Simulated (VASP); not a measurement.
# Al30Ga (a cell with a defect) in VASP: a series of runs

Al30Ga (a cell with a defect) is run at these levels: PBE; tasks: single point.

Program: VASP 6.6.1. These are calculated values, not measurements. Logs are shortened: lines on timing, memory, paths and dates and some standing lists are left out, and cuts for length are marked.

## (1) The cell of the first run

The cell holds a defect, 31 atoms: a = 8.100 Å, b = 8.100 Å, c = 8.100 Å, α = 90.00°, β = 90.00°, γ = 90.00°.

## (2) Single point, PBE

Input file INCAR:

```
SYSTEM = Al30Ga
ALGO = Normal
EDIFF = 1E-6
ENCUT = 520
GGA = PE
ISIF = 2
ISMEAR = 0
LASPH = .True.
LCHARG = .True.
LELF = .True.
LREAL = Auto
LVHAR = .True.
LWAVE = .False.
NBANDS = 72
NELM = 100
PREC = Accurate
SIGMA = 0.1
```

Input file KPOINTS:

```
k-points
0
Gamma
  2 2 2
  0 0 0
```

Input file POSCAR:

```
Al30Ga
1.0
    8.1000000000      0.0000000000      0.0000000000
    0.0000000000      8.1000000000      0.0000000000
    0.0000000000      0.0000000000      8.1000000000
Al Ga
30 1
Direct
    0.5009321097      0.0000000000     -0.0009937496
    0.7500886190      0.2505772441     -0.0014363978
    0.7508440183      0.0000000000      0.2483509081
   -0.0002051544      0.0000000000     -0.0002051544
    0.2508749212      0.2496640051      0.0001504542
    0.5017786639      0.5000000000     -0.0020897196
    0.7500886190      0.7494227559     -0.0014363978
    0.5013821415      0.2516400787      0.2483573769
    0.7503589719      0.5000000000      0.2506964666
    0.7505049694      0.2524144111      0.5008627059
    0.7508233420      0.0000000000      0.7508233420
   -0.0008380380      0.5000000000     -0.0008380380
    0.2508749212      0.7503359949      0.0001504542
    0.0001504542      0.2496640051      0.2508749212
    0.2504744956      0.5000000000      0.2504744956
    0.5013821415      0.7483599213      0.2483573769
   -0.0009937496      0.0000000000      0.5009321097
    0.2483573769      0.2516400787      0.5013821415
    0.5016692711      0.5000000000      0.5016692711
    0.7505049694      0.7475855889      0.5008627059
    0.2483509081      0.0000000000      0.7508440183
    0.5008627059      0.2524144111      0.7505049694
    0.7493136965      0.5000000000      0.7493136965
    0.0001504542      0.7503359949      0.2508749212
   -0.0020897196      0.5000000000      0.5017786639
    0.2483573769      0.7483599213      0.5013821415
   -0.0014363978      0.2505772441      0.7500886190
    0.2506964666      0.5000000000      0.7503589719
    0.5008627059      0.7475855889      0.7505049694
   -0.0014363978      0.7494227559      0.7500886190
    0.4973151374      0.0000000000      0.4973151374
```

Potentials or basis: VASP PAW PBE potentials, release 64 (Al, Ga_d).

Launch:

```
> cat potpaw_PBE.64/Al/POTCAR potpaw_PBE.64/Ga_d/POTCAR > POTCAR
> mpirun -np 1 vasp_std > vasp.out
```

OUTCAR:

```text
SYSTEM = Al30Ga
   EDIFF = 1E-6
   ENCUT = 520
   GGA = PE
   ISIF = 2
   ISMEAR = 0
   LASPH = .True.
   LREAL = Auto
   NELM = 100
   PREC = Accurate

 ion  position               nearest neighbor table
   1  0.501  0.000  0.999-  11 2.85   3 2.86   5 2.86  13 2.86   2 2.86   7 2.86  21 2.87  22 2.87
                            29 2.87  16 2.87   8 2.87
   2  0.750  0.251  0.999-  27 2.85  22 2.85   6 2.85  11 2.85  12 2.86   8 2.86  23 2.86   1 2.86
                             4 2.87   3 2.87   9 2.87  14 2.88
   3  0.751  0.000  0.248-   4 2.85  14 2.86  24 2.86   1 2.86   2 2.87   7 2.87  17 2.87   8 2.87
                            16 2.87  31 2.88  10 2.89  20 2.89
   4  1.000  0.000  1.000-   3 2.85  21 2.85  11 2.85  27 2.87  30 2.87   2 2.87   7 2.87  14 2.87
                            24 2.87  13 2.87   5 2.87
   5  0.251  0.250  0.000-   8 2.86  21 2.86  22 2.86   1 2.86  28 2.86  15 2.87   4 2.87   6 2.87
                            14 2.87  12 2.88  27 2.88
   6  0.502  0.500  0.998-  22 2.84  29 2.84  23 2.84   7 2.85   2 2.85  28 2.86   8 2.86  16 2.86
                            13 2.87   5 2.87   9 2.87  15 2.89
   7  0.750  0.749  0.999-  30 2.85  29 2.85   6 2.85  11 2.85  12 2.86  16 2.86  23 2.86   1 2.86
                             4 2.87   3 2.87   9 2.87  24 2.88
   8  0.501  0.252  0.248-   9 2.85   2 2.86   5 2.86   6 2.86  15 2.86  31 2.87   1 2.87   3 2.87
                            10 2.87  19 2.87  18 2.90
   9  0.750  0.500  0.251-   8 2.85  16 2.85  10 2.85  20 2.85  25 2.86  19 2.86  24 2.86  14 2.86
[... 31 lines left out ...]
  25  0.998  0.500  0.502-  10 2.84  20 2.84  23 2.84  27 2.85  30 2.85   9 2.86  18 2.86  26 2.86
                            24 2.87  14 2.87  28 2.87  15 2.89
  26  0.248  0.748  0.501-  28 2.85  30 2.86  24 2.86  25 2.86  15 2.86  31 2.87  17 2.87  21 2.87
                            29 2.87  19 2.87  16 2.90
  27  0.999  0.251  0.750-   2 2.85  10 2.85  25 2.85  11 2.85  12 2.86  18 2.86  23 2.86  17 2.86
                             4 2.87  21 2.87  28 2.87   5 2.88
  28  0.251  0.500  0.750-  18 2.85  26 2.85  22 2.85  29 2.85   6 2.86  19 2.86  13 2.86   5 2.86
                            12 2.87  25 2.87  27 2.87  30 2.87
  29  0.501  0.748  0.751-   6 2.84  23 2.84  19 2.84   7 2.85  28 2.85  20 2.86  13 2.86   1 2.87
                            26 2.87  11 2.88  21 2.89  31 2.90
  30  0.999  0.749  0.750-   7 2.85  20 2.85  25 2.85  11 2.85  12 2.86  26 2.86  23 2.86  17 2.86
                             4 2.87  21 2.87  28 2.87  13 2.88
  31  0.497  0.000  0.497-   8 2.87  16 2.87  18 2.87  26 2.87  21 2.88   3 2.88  10 2.90  22 2.90
                            20 2.90  29 2.90  11 2.90

  LATTYP: Found a simple cubic cell.
 ALAT       =     8.1000000000

  Lattice vectors:

 A1 = (   8.1000000000,   0.0000000000,   0.0000000000)
 A2 = (   0.0000000000,   8.1000000000,   0.0000000000)
 A3 = (   0.0000000000,   0.0000000000,   8.1000000000)

Analysis of symmetry for initial positions (statically):
=====================================================================
 Subroutine PRICEL returns:
 Original cell was already a primitive cell.

 Routine SETGRP: Setting up the symmetry group for a
 simple cubic supercell.

 Subroutine GETGRP returns: Found  4 space group operations
 (whereof  4 operations were pure point group operations)
 out of a pool of 48 trial point group operations.

The static configuration has the point symmetry C_2v.

Analysis of symmetry for dynamics (positions and initial velocities):
=====================================================================
 Subroutine PRICEL returns:
 Original cell was already a primitive cell.

 Routine SETGRP: Setting up the symmetry group for a
 simple cubic supercell.

 Subroutine GETGRP returns: Found  4 space group operations
 (whereof  4 operations were pure point group operations)
 out of a pool of 48 trial point group operations.

The dynamic configuration has the point symmetry C_2v.

 Subroutine INISYM returns: Found  4 space group operations
 (whereof  4 operations are pure point group operations),
 and found     1 'primitive' translations

----------------------------------------------------------------------------------------

                                     Primitive cell

  volume of cell :     531.4410

  direct lattice vectors                    reciprocal lattice vectors
     8.100000000  0.000000000  0.000000000     0.123456790  0.000000000  0.000000000
     0.000000000  8.100000000  0.000000000     0.000000000  0.123456790  0.000000000
     0.000000000  0.000000000  8.100000000     0.000000000  0.000000000  0.123456790

  length of vectors
     8.100000000  8.100000000  8.100000000     0.123456790  0.123456790  0.123456790

  position of ions in fractional coordinates (direct lattice)
     0.500932110  0.000000000  0.999006250
     0.750088619  0.250577244  0.998563602
     0.750844018  0.000000000  0.248350908
     0.999794846  0.000000000  0.999794846
     0.250874921  0.249664005  0.000150454
     0.501778664  0.500000000  0.997910280
[... 23 lines left out ...]
     0.998563602  0.749422756  0.750088619
     0.497315137  0.000000000  0.497315137

  ion indices of the primitive-cell ions
   primitive index   ion index
                 1           1
                 2           2
                 3           3
                 4           4
                 5           5
                 6           6
[... 23 lines left out ...]
                30          30
                31          31

----------------------------------------------------------------------------------------

 KPOINTS: k-points

Automatic generation of k-mesh.
 Grid dimensions read from file:
 generate k-points for:    2    2    2

 Generating k-lattice:

  Cartesian coordinates                     Fractional coordinates (reciprocal lattice)
     0.061728395  0.000000000  0.000000000     0.500000000  0.000000000  0.000000000
     0.000000000  0.061728395  0.000000000     0.000000000  0.500000000  0.000000000
     0.000000000  0.000000000  0.061728395     0.000000000  0.000000000  0.500000000

  Length of vectors
     0.061728395  0.061728395  0.061728395

  Shift w.r.t. Gamma in fractional coordinates (k-lattice)
     0.000000000  0.000000000  0.000000000

 Subroutine IBZKPT returns following result:
 ===========================================

 Found      6 irreducible k-points:

 Following reciprocal coordinates:
            Coordinates               Weight
  0.000000  0.000000  0.000000      1.000000
  0.500000  0.000000  0.000000      2.000000
  0.000000  0.500000  0.000000      1.000000
  0.500000  0.500000  0.000000      2.000000
  0.500000  0.000000  0.500000      1.000000
  0.500000  0.500000  0.500000      1.000000
   k-points           NKPTS =      6   k-points in BZ     NKDIM =      6   number of bands    NBANDS=     72
   number of dos      NEDOS =    301   number of ions     NIONS =     31
   total plane-waves  NPLWV = 216000
   dimension x,y,z NGX =    60 NGY =   60 NGZ =   60
   dimension x,y,z NGXF=   120 NGYF=  120 NGZF=  120
   ions per type =              30   1
   NGX,Y,Z   is equivalent  to a cutoff of  12.31, 12.31, 12.31 a.u.
   NGXF,Y,Z  is equivalent  to a cutoff of  24.63, 24.63, 24.63 a.u.
 SYSTEM =  Al30Ga
   PREC   = accura    normal or accurate (medium, high low for compatibility)
   ISTART =      0    job   : 0-new  1-cont  2-samecut
   ICHARG =      2    charge: 1-file 2-atom 10-const
   ISPIN  =      1    spin polarized calculation?
   LNONCOLLINEAR =      F non collinear calculations
   LSORBIT =      F    spin-orbit coupling
   LASPH  =      T    aspherical Exc in radial PAW
   ENCUT  =  520.0 eV  38.22 Ry    6.18 a.u.  15.06 15.06 15.06*2*pi/ulx,y,z
   NELM   =    100;   NELMIN=  2; NELMDL= -5     # of ELM steps
   EDIFF  = 0.1E-05   stopping-criterion for ELM
   LREAL  =      T    real-space projection
   EDIFFG = 0.1E-04   stopping-criterion for IOM
   NSW    =      0    number of steps for IOM
[... 5 lines left out ...]
   TEBEG  =    0.0;   TEEND  =   0.0 temperature during run
   PSTRESS=    0.0 pullay stress
   NELECT =     103.0000    total number of electrons
   NUPDOWN=      -1.0000    fix difference up-down
   EMIN   =  10.00;   EMAX   =-10.00  energy-range for DOS
   EFERMI =   0.00;   METHOD = LEGACY
   ISMEAR =     0;   SIGMA  =   0.10  broadening in eV -4-tet -1-fermi 0-gaus
   EFERMI_NEDOS =   21; number of points for ismear=-14 and -15
   IALGO  =     38    algorithm
   IMIX   =      4    mixing-type and parameters
     AMIX     =   0.40;   BMIX     =  1.00
     AMIX_MAG =   1.60;   BMIX_MAG =  1.00
  volume/ion in A,a.u.               =      17.14       115.69
  Fermi-wavevector in a.u.,A,eV,Ry     =   0.947405  1.790335 12.212259  0.897576
  Thomas-Fermi vector in A             =   2.075495
   LORBIT       =      0    0 simple, 1 ext, 2 COOP (PROOUT), +10 PAW based schemes
   GGA     = PE    functional components
   LHFCALC =     F    Hartree Fock is set to
   AEXX    =    0.0000 exact exchange contribution
   IVDW    =     0    specifies the selected vdW correction
   LEPSILON=     F    determine dielectric tensor
   LRPA    =     F    only Hartree local field effects (RPA)
 non-spin polarized calculation
 Gauss-broadening in eV      SIGMA  =   0.10
  energy-cutoff  :      520.00
  volume of cell :      531.44
 maximum number of plane-waves:     14400
   NGX = 31   NGY = 31   NGZ = 31

 number of electron     103.0000002 magnetization

 Free energy of the ion-electron system (eV)
  ---------------------------------------------------
  ext. energy  EPLUGINS =         0.00000000
  ---------------------------------------------------
  free energy    TOTEN  =      -113.87360869 eV

  energy without entropy =     -113.70634152  energy(sigma->0) =     -113.78997510

 E-fermi :   7.2354     XC(G=0): -10.0723

 val. band max:        7.2321428272   @ k =   0.0000   0.5000   0.0000
 cond. band min:       7.2370599390   @ k =   0.0000   0.5000   0.0000
 fundamental gap:      0.0049171118
 Fermi energy:         7.2353857551

 k-point     1 :       0.0000    0.0000    0.0000
  band No.  band energies     occupation
      1      -7.3977      2.00000
      2      -7.3932      2.00000
      3      -7.3897      2.00000
      4      -7.3818      2.00000
      5      -7.3766      2.00000
      6      -3.4500      2.00000
[... 385 lines left out ...]
     62      10.8436      0.00000
     63      11.0085      0.00000
 [bands above 63 left out]

------------------------ aborting loop because EDIFF is reached ----------------------------------------

  FORCE on cell =-STRESS in cart. coord.  units (eV):
  Direction    XX          YY          ZZ          XY          YZ          ZX
  --------------------------------------------------------------------------------------
  -------------------------------------------------------------------------------------
  Total       -0.7046204     -1.8414059     -0.7046204     -0.0000000      0.0000000     -0.3333583
  in kB       -2.1242751     -5.5514324     -2.1242751     -0.0000000      0.0000000     -1.0050018
  external PRESSURE =      -3.2666608 kB  Pullay stress =       0.0000000 kB

 VOLUME and BASIS-vectors are now :
 -----------------------------------------------------------------------------
  energy-cutoff  :      520.00
  volume of cell :      531.44
      direct lattice vectors                 reciprocal lattice vectors
     8.100000000  0.000000000  0.000000000     0.123456790  0.000000000  0.000000000
     0.000000000  8.100000000  0.000000000     0.000000000  0.123456790  0.000000000
     0.000000000  0.000000000  8.100000000     0.000000000  0.000000000  0.123456790

 POSITION                                       TOTAL-FORCE (eV/Angst)
 -----------------------------------------------------------------------------------
      4.05755      0.00000      8.09195         0.006216      0.000000     -0.016698
      6.07572      2.02968      8.08837         0.007648      0.015022     -0.025496
      6.08184      0.00000      2.01164         0.005034      0.000000     -0.010877
      8.09834      0.00000      8.09834         0.007162      0.000000      0.007162
      2.03209      2.02228      0.00122         0.006274      0.000898      0.006527
      4.06441      4.05000      8.08307         0.013835      0.000000     -0.020861
[... 23 lines left out ...]
      8.08837      6.07032      6.07572        -0.025496     -0.015022      0.007648
      4.02825      0.00000      4.02825        -0.023438      0.000000     -0.023438
 -----------------------------------------------------------------------------------
    total drift:                                0.015423     -0.000000      0.015416

  FREE ENERGIE OF THE ION-ELECTRON SYSTEM (eV)
  ---------------------------------------------------
  free  energy   TOTEN  =      -113.8736086868 eV

  energy  without entropy=     -113.7063415228  energy(sigma->0) =     -113.78997510
```

Wall time 2.7 min (1 thread of AMD EPYC 9R45 (Zen 5), shared host); peak memory 0.5 GiB.

Results:

```
Free energy            : -113.8736 eV
Pressure               : -0.3 GPa
Largest force          : 0.033 eV/Å
Band gap on the k mesh : zero (an odd number of electrons rules out a gap without spin polarisation)
```

Forces on the atoms (eV/Å):
```
Al   0.006  0.000 -0.017
Al   0.008  0.015 -0.025
Al   0.005  0.000 -0.011
Al   0.007  0.000  0.007
Al   0.006  0.001  0.007
Al   0.014  0.000 -0.021
Al   0.008 -0.015 -0.025
Al   0.017  0.011 -0.019
Al   0.017  0.000  0.010
Al   0.000  0.019  0.017
Al  -0.002  0.000 -0.002
Al  -0.018  0.000 -0.018
Al   0.006 -0.001  0.007
Al   0.007  0.001  0.006
Al   0.003  0.000  0.003
Al   0.017 -0.011 -0.019
Al  -0.017  0.000  0.006
Al  -0.019  0.011  0.017
Al   0.017  0.000  0.017
Al   0.000 -0.019  0.017
Al  -0.011  0.000  0.005
Al   0.017  0.019  0.000
Al  -0.006  0.000 -0.006
Al   0.007 -0.001  0.006
Al  -0.021  0.000  0.014
Al  -0.019 -0.011  0.017
Al  -0.025  0.015  0.008
Al   0.010  0.000  0.017
Al   0.017 -0.019  0.000
Al  -0.025 -0.015  0.008
Ga  -0.023  0.000 -0.023
```

Stress tensor (GPa, compression positive):
```
-0.21  0.00 -0.10
 0.00 -0.56  0.00
-0.10  0.00 -0.21
```

Caveat: the k points lie up to 0.39 Å⁻¹ apart, too coarse for converged energies and pressures of a metal.

(Continued in part 2 of 2.)
